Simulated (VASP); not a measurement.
# Al (P6_3/mmc) in VASP: a series of runs

Runs on Al. Level: r2SCAN. Tasks: single point.

All numbers are computed with VASP 6.6.1; they aren't measurements. Logs are shortened: lines on timing, memory, paths and dates and some standing lists are left out, and cuts for length are marked.

## Step 1: The cell of the first run

Symmetry: P6_3/mmc, No. 194, hexagonal system. Conventional cell: a = 2.840 Å, b = 2.840 Å, c = 4.584 Å, α = 90.00°, β = 90.00°, γ = 120.00°. Al (site symmetry -6m2) has 12 Al at 2.82 to 2.84 Å within 3.7 Å.

This isn't the form of Al at room conditions, which is fcc.

## Step 2: Single point, r2SCAN

The input, POSCAR:

```
Al
1.0
    2.8397085839      0.0000000000      0.0000000000
   -1.4198542919      2.4592597730      0.0000000000
    0.0000000000      0.0000000000      4.5841382694
Al
2
Direct
    0.3333333333      0.6666666667      0.2500000000
    0.6666666667      0.3333333333      0.7500000000
```

The input, INCAR.step1:

```
SYSTEM = Al
PREC     = Accurate       ! precision mode
ENCUT    = 520            ! plane-wave cutoff, eV
ISMEAR   = -1             ! smearing method
SIGMA    = 0.1            ! smearing width, eV
LREAL    = .FALSE.        ! projectors in reciprocal space
LASPH    = .TRUE.         ! aspherical terms in the spheres
NELM     = 80             ! most SCF steps
NBANDS   = 10             ! bands
GGA      = PE             ! functional
ALGO     = Normal         ! electronic algorithm
EDIFF    = 1E-4           ! SCF threshold, eV
LWAVE    = .TRUE.         ! write WAVECAR
LCHARG   = .FALSE.        ! write CHGCAR
```

The input, INCAR.step2:

```
SYSTEM = Al
PREC     = Accurate       ! precision mode
ENCUT    = 520            ! plane-wave cutoff, eV
EDIFF    = 1E-7           ! SCF threshold, eV
ISMEAR   = -1             ! smearing method
SIGMA    = 0.1            ! smearing width, eV
LREAL    = .FALSE.        ! projectors in reciprocal space
LASPH    = .TRUE.         ! aspherical terms in the spheres
NELM     = 80             ! most SCF steps
ALGO     = Normal         ! electronic algorithm
ISIF     = 2              ! what is computed and relaxed
LWAVE    = .FALSE.        ! write WAVECAR
LCHARG   = .FALSE.        ! write CHGCAR
METAGGA  = R2SCAN         ! meta-GGA
LMIXTAU  = .TRUE.       
NBANDS   = 10             ! bands
ISTART   = 1
```

The input, KPOINTS:

```
Automatic mesh
0
G
  13 13 7
  0 0 0
```

Potentials or basis: VASP PAW PBE potentials, release 64 (Al).

Launch:

```bash
cat potpaw_PBE.64/Al/POTCAR > POTCAR
cp INCAR.step1 INCAR
mpirun -np 1 vasp_std > vasp.out
cp INCAR.step2 INCAR
mpirun -np 1 vasp_std > vasp.out
```

OUTCAR:

```text
SYSTEM = Al
   PREC = Accurate
   ENCUT = 520
   EDIFF = 1E-7
   ISMEAR = -1
   LREAL = .FALSE.
   LASPH = .TRUE.
   NELM = 80
   ISIF = 2
   METAGGA = R2SCAN
   ISTART = 1

 ion  position               nearest neighbor table
   1  0.333  0.667  0.250-   2 2.82   2 2.82   2 2.82   2 2.82   2 2.82   2 2.82
   2  0.667  0.333  0.750-   1 2.82   1 2.82   1 2.82   1 2.82   1 2.82   1 2.82

  LATTYP: Found a hexagonal cell.
 ALAT       =     2.8397085839
 C/A-ratio  =     1.6142988388

  Lattice vectors:

 A1 = (   2.8397085839,   0.0000000000,   0.0000000000)
 A2 = (  -1.4198542919,   2.4592597730,   0.0000000000)
 A3 = (   0.0000000000,   0.0000000000,   4.5841382694)

Analysis of symmetry for initial positions (statically):
=====================================================================
 Subroutine PRICEL returns:
 Original cell was already a primitive cell.

 Routine SETGRP: Setting up the symmetry group for a
 hexagonal supercell.

 Subroutine GETGRP returns: Found 24 space group operations
 (whereof 12 operations were pure point group operations)
 out of a pool of 24 trial point group operations.

The static configuration has the point symmetry D_3d.
 The point group associated with its full space group is D_6h.

Analysis of symmetry for dynamics (positions and initial velocities):
=====================================================================
 Subroutine PRICEL returns:
 Original cell was already a primitive cell.

 Routine SETGRP: Setting up the symmetry group for a
 hexagonal supercell.

 Subroutine GETGRP returns: Found 24 space group operations
 (whereof 12 operations were pure point group operations)
 out of a pool of 24 trial point group operations.

The dynamic configuration has the point symmetry D_3d.
 The point group associated with its full space group is D_6h.

 Subroutine INISYM returns: Found 24 space group operations
 (whereof 12 operations are pure point group operations),
 and found     1 'primitive' translations

----------------------------------------------------------------------------------------

                                     Primitive cell

  volume of cell :      32.0137

  direct lattice vectors                    reciprocal lattice vectors
     2.839708584  0.000000000  0.000000000     0.352148811  0.203313211  0.000000000
    -1.419854292  2.459259773  0.000000000     0.000000000  0.406626421  0.000000000
     0.000000000  0.000000000  4.584138269     0.000000000  0.000000000  0.218143507
[... 84 lines left out ...]
   EDIFF  = 0.1E-06   stopping-criterion for ELM
   LREAL  =      F    real-space projection
   EDIFFG = 0.1E-05   stopping-criterion for IOM
   NSW    =      0    number of steps for IOM
   IBRION =     -1    ionic relax: 0-MD 1-quasi-New 2-CG
   NFREE  =      0    steps in history (QN), initial steepest desc. (CG)
   ISIF   =      2    stress and relaxation
   ISYM   =      2    0-nonsym 1-usesym 2-fastsym
   POTIM  = 0.5000    time-step for ionic-motion
   TEBEG  =    0.0;   TEEND  =   0.0 temperature during run
   PSTRESS=    0.0 pullay stress
   NELECT =       6.0000    total number of electrons
   NUPDOWN=      -1.0000    fix difference up-down
   EMIN   =  10.00;   EMAX   =-10.00  energy-range for DOS
   EFERMI =   0.00;   METHOD = LEGACY
   ISMEAR =    -1;   SIGMA  =   0.10  broadening in eV -4-tet -1-fermi 0-gaus
   EFERMI_NEDOS =   21; number of points for ismear=-14 and -15
   IALGO  =     38    algorithm
   IMIX   =      4    mixing-type and parameters
     AMIX     =   0.40;   BMIX     =  1.00
     AMIX_MAG =   1.60;   BMIX_MAG =  1.00
  volume/ion in A,a.u.               =      16.01       108.02
  Fermi-wavevector in a.u.,A,eV,Ry     =   0.936871  1.770430 11.942213  0.877728
  Thomas-Fermi vector in A             =   2.063925
   LORBIT       =      0    0 simple, 1 ext, 2 COOP (PROOUT), +10 PAW based schemes
   METAGGA = R2SCAN    functional components
   LHFCALC =     F    Hartree Fock is set to
   AEXX    =    0.0000 exact exchange contribution
   IVDW    =     0    specifies the selected vdW correction
   LEPSILON=     F    determine dielectric tensor
   LRPA    =     F    only Hartree local field effects (RPA)
 non-spin polarized calculation
  energy-cutoff  :      520.00
  volume of cell :       32.01
 maximum number of plane-waves:       874
 NGX is ok and might be reduce to    24
   NGX = 11   NGY = 11   NGZ = 17

 number of electron       6.0000000 magnetization

 Free energy of the ion-electron system (eV)
  ---------------------------------------------------
  ext. energy  EPLUGINS =         0.00000000
  ---------------------------------------------------
  free energy    TOTEN  =       -13.41669387 eV

  energy without entropy =      -13.39538074  energy(sigma->0) =      -13.40603730

 E-fermi :   8.3524     XC(G=0): -11.0272

 val. band max:        8.3503148416   @ k =   0.0769  -0.0000   0.2857
 cond. band min:       8.3788875052   @ k =   0.4615   0.0000   0.0000
 fundamental gap:      0.0285726636
 Fermi energy:         8.3523521731

 k-point     1 :       0.0000    0.0000    0.0000
  band No.  band energies     occupation
      1      -3.7270      2.00000
      2       3.2802      2.00000
      3       3.9087      2.00000
      4      19.7273      0.00000
      5      19.7273      0.00000
      6      20.0029      0.00000
      7      20.0029      0.00000
      8      21.4105      0.00000
      9      23.4701      0.00000
     10      24.5880      0.00000
[... 287 lines left out ...]
 k-point    24 :       0.1538    0.0000    0.1429
  band No.  band energies     occupation
      1      -2.9606      2.00000
      2       2.2506      2.00000
      3       6.3588      2.00000
      4      14.2156      0.00000
      5      17.1118      0.00000
      6      18.1358      0.00000
      7      19.2592      0.00000
      8      21.2082      0.00000
      9      21.6067      0.00000
     10      22.5667      0.00000

 [... further k-points ...]
[... 5 lines left out ...]
  --------------------------------------------------------------------------------------
  -------------------------------------------------------------------------------------
  Total       -0.0630794     -0.0630794     -0.0636842     -0.0000000      0.0000000      0.0000000
  in kB       -3.1569090     -3.1569090     -3.1871763     -0.0000000      0.0000000      0.0000000
  external PRESSURE =      -3.1669981 kB  Pullay stress =       0.0000000 kB

 VOLUME and BASIS-vectors are now :
 -----------------------------------------------------------------------------
  energy-cutoff  :      520.00
  volume of cell :       32.01
      direct lattice vectors                 reciprocal lattice vectors
     2.839708584  0.000000000  0.000000000     0.352148811  0.203313211  0.000000000
    -1.419854292  2.459259773  0.000000000     0.000000000  0.406626421  0.000000000
     0.000000000  0.000000000  4.584138269     0.000000000  0.000000000  0.218143507

 POSITION                                       TOTAL-FORCE (eV/Angst)
 -----------------------------------------------------------------------------------
     -0.00000      1.63951      1.14603         0.000000      0.000000      0.000000
      1.41985      0.81975      3.43810        -0.000000     -0.000000      0.000000
 -----------------------------------------------------------------------------------
    total drift:                               -0.000000      0.000000     -0.000000

  FREE ENERGIE OF THE ION-ELECTRON SYSTEM (eV)
  ---------------------------------------------------
  free  energy   TOTEN  =       -13.4166938710 eV

  energy  without entropy=      -13.3953807377  energy(sigma->0) =      -13.40603730
```

Wall time 97 s (1 thread of Intel Xeon 8259CL, shared host); peak memory 0.16 GiB.

What came out:

```
Free energy            : -13.4167 eV
Pressure               : -0.3 GPa
Band gap on the k mesh : zero (bands 3 and 4 overlap by 6.64 eV)
```

Levels at points of the mesh, in eV from the Fermi level:
```
           k point  band 1  band 2  band 3  band 4  band 5  band 6  band 7  band 8
(0.00, 0.00, 0.00)  -12.08   -5.07   -4.44   11.37   11.37   11.65   11.65   13.06
```

Caveat: the PAW data sets were made with another functional, which shifts forces and pressure a little.

## Step 3: Single point, r2SCAN (14.09 Å³/atom)

This run uses another cell than the first one, of 14.09 Å³/atom.

The input, POSCAR:

```
Al
1.0
    2.7212472194      0.0000000000      0.0000000000
   -1.3606236097      2.3566692220      0.0000000000
    0.0000000000      0.0000000000      4.3929062263
Al
2
Direct
    0.3333333333      0.6666666667      0.2500000000
    0.6666666667      0.3333333333      0.7500000000
```

The input, INCAR.step1:

```
SYSTEM = Al
  PREC = Accurate
  ENCUT = 520
  ISMEAR = -1
  SIGMA = 0.1
  LREAL = .FALSE.
  LASPH = .TRUE.
  NELM = 100
  NBANDS = 10
  GGA = PE
  ALGO = Normal
  EDIFF = 1E-4
  LWAVE = .TRUE.
  LCHARG = .FALSE.
```

The input, INCAR.step2:

```
SYSTEM = Al
  PREC = Accurate
  ENCUT = 520
  EDIFF = 1E-6
  ISMEAR = -1
  SIGMA = 0.1
  LREAL = .FALSE.
  LASPH = .TRUE.
  NELM = 100
  ALGO = Normal
  ISIF = 2
  LWAVE = .FALSE.
  LCHARG = .TRUE.
  METAGGA = R2SCAN
  LMIXTAU = .TRUE.
  LELF = .TRUE.
  LVHAR = .TRUE.
  NBANDS = 10
  ISTART = 1
```

The input, KPOINTS:

```
Automatic mesh
0
G
  14 14 8
  0 0 0
```

Potentials or basis: VASP PAW PBE potentials, release 64 (Al).

Launch:

```bash
cat potpaw_PBE.64/Al/POTCAR > POTCAR
cp INCAR.step1 INCAR
mpirun -np 1 vasp_std > vasp.out
cp INCAR.step2 INCAR
mpirun -np 1 vasp_std > vasp.out
```

Run time: 2.4 min. Hardware: 1 thread of Intel Xeon 8259CL, shared host; peak memory 0.15 GiB.

It converged, with:

* Free energy: -13.2558 eV
* Pressure: 14.5 GPa
* Band gap on the k mesh: zero (bands 3 and 4 overlap by 8.53 eV)

Stress tensor (GPa, compression positive):
```
13.50  0.00  0.00
 0.00 13.50  0.00
 0.00  0.00 16.62
```

Levels at points of the mesh, in eV from the Fermi level:
```csv
k point,band 1,band 2,band 3,band 4,band 5,band 6,band 7,band 8
"(0.00, 0.00, 0.00)",-13.04,-5.61,-4.64,12.37,12.37,12.49,12.49,13.75
"(0.50, 0.00, 0.00)",-6.27,-6.14,0.60,1.22,1.72,2.34,6.65,9.21
"(0.00, 0.00, 0.50)",-11.03,-11.03,4.23,4.23,13.31,13.31,13.31,13.31
"(0.50, 0.00, 0.50)",-4.82,-4.82,-3.59,-3.59,8.31,8.31,8.32,8.32
```

Caveat: the cell stands under pressure; the PAW data sets were made with another functional, which shifts forces and pressure a little.

## Step 4: Single point, r2SCAN (14.73 Å³/atom)

This run uses another cell than the first one, of 14.73 Å³/atom.

The input, POSCAR:

```
Al
1.0
    2.7618688384      0.0000000000      0.0000000000
   -1.3809344192      2.3918485760      0.0000000000
    0.0000000000      0.0000000000      4.4584816587
Al
2
Direct
    0.3333333333      0.6666666667      0.2500000000
    0.6666666667      0.3333333333      0.7500000000
```

The input, INCAR.step1:

```
SYSTEM = Al
ALGO = Normal
EDIFF = 1E-4
ENCUT = 520
GGA = PE
ISMEAR = -1
LASPH = .TRUE.
LCHARG = .FALSE.
LREAL = .FALSE.
LWAVE = .TRUE.
NBANDS = 10
NELM = 60
PREC = Accurate
SIGMA = 0.1
```

The input, INCAR.step2:

```
SYSTEM = Al
ALGO = Normal
EDIFF = 1E-7
ENCUT = 520
ISIF = 2
ISMEAR = -1
ISTART = 1
LASPH = .TRUE.
LCHARG = .FALSE.
LMIXTAU = .TRUE.
LREAL = .FALSE.
LWAVE = .FALSE.
METAGGA = R2SCAN
NBANDS = 10
NELM = 60
PREC = Accurate
SIGMA = 0.1
```

The input, KPOINTS:

```
k-points
0
G
  14 14 8
  0 0 0
```

Launch:

```bash
cat potpaw_PBE.64/Al/POTCAR > POTCAR
cp INCAR.step1 INCAR
mpirun -np 1 vasp_std > vasp.out
cp INCAR.step2 INCAR
mpirun -np 1 vasp_std > vasp.out
```

Wall time 2.6 min (1 thread of Intel Xeon 8259CL, shared host); peak memory 0.17 GiB.

The run converged. Its results:

- Free energy: -13.3470 eV
- Pressure: 8.5 GPa
- Band gap on the k mesh: zero (bands 3 and 4 overlap by 8.38 eV)

Stress tensor (GPa, compression positive):
```
 7.56  0.00  0.00
 0.00  7.56  0.00
 0.00  0.00 10.39
```

Levels at points of the mesh, in eV from the Fermi level:
| k point | band 1 | band 2 | band 3 | band 4 | band 5 | band 6 | band 7 | band 8 |
| --- | --- | --- | --- | --- | --- | --- | --- | --- |
| (0.00, 0.00, 0.00) | -12.70 | -5.42 | -4.57 | 12.09 | 12.09 | 12.11 | 12.11 | 13.50 |
| (0.50, 0.00, 0.00) | -6.07 | -6.00 | 0.60 | 1.29 | 1.62 | 2.27 | 6.41 | 8.77 |
| (0.00, 0.00, 0.50) | -10.74 | -10.74 | 4.13 | 4.13 | 13.05 | 13.05 | 13.05 | 13.05 |
| (0.50, 0.00, 0.50) | -4.66 | -4.66 | -3.54 | -3.54 | 8.05 | 8.05 | 8.21 | 8.21 |

Caveat: the cell stands under pressure; the PAW data sets were made with another functional, which shifts forces and pressure a little.

## Step 5: Summary

| cell | k mesh | gap on the mesh (eV) | pressure (GPa) |
| --- | --- | --- | --- |
| a = 2.840, b = 2.840, c = 4.584 Å, angles 90.0, 90.0, 120.0°, 2 atoms | 13 × 13 × 7 | none | -0.3 |
| a = 2.721, b = 2.721, c = 4.393 Å, angles 90.0, 90.0, 120.0°, 2 atoms | 14 × 14 × 8 | none | 14.5 |
| a = 2.762, b = 2.762, c = 4.458 Å, angles 90.0, 90.0, 120.0°, 2 atoms | 14 × 14 × 8 | none | 8.5 |

Alike in all rows: task single point; level r2SCAN; potentials or basis VASP PAW PBE potentials, release 64 (Al); no spin polarisation; cutoff (eV) 520; smearing fermi-dirac 0.1 eV.

Caveats: the PAW data sets were made with another functional, which shifts forces and pressure a little; the cell stands under pressure (at least some runs).

Absolute energies hang on the potentials; compare differences alone.
